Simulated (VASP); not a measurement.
A run of VASP 6.6.1 is set up as follows.

File INCAR:

```
SYSTEM = TiC
PREC = Accurate ; ENCUT = 600
EDIFF = 1E-6 ; ISMEAR = -1
SIGMA = 0.15 ; LREAL = .False.
LASPH = .True. ; NELM = 120
ALGO = Normal ; ISIF = 2
LWAVE = .False. ; LCHARG = .False.
GGA = PE ; NBANDS = 15
GGA_COMPAT = .False.
```

Contents of KPOINTS:

```
Automatic mesh
0
Gamma
  9 9 9
  0 0 0
```

File POSCAR:

```
TiC
1.0
    0.0000000000      2.1593000000      2.1593000000
    2.1593000000      0.0000000000      2.1593000000
    2.1593000000      2.1593000000      0.0000000000
Ti C
1 1
Direct
    0.0000000000      0.0000000000      0.0000000000
    0.5000000000      0.5000000000      0.5000000000
```

Potentials or basis: VASP PAW PBE potentials, release 64 (Ti_sv, C).

Run with:

```bash
$ cat potpaw_PBE.64/Ti_sv/POTCAR potpaw_PBE.64/C/POTCAR > POTCAR
$ mpirun -np 1 vasp_std > vasp.out
```

Question: What does it give for the pressure?

Answer: 2.7 GPa.

Question: What does it give for the band gap on the k mesh?

Answer: Zero (band 8 reaches 10.22 eV, above the bottom of band 9 at 9.14 eV).
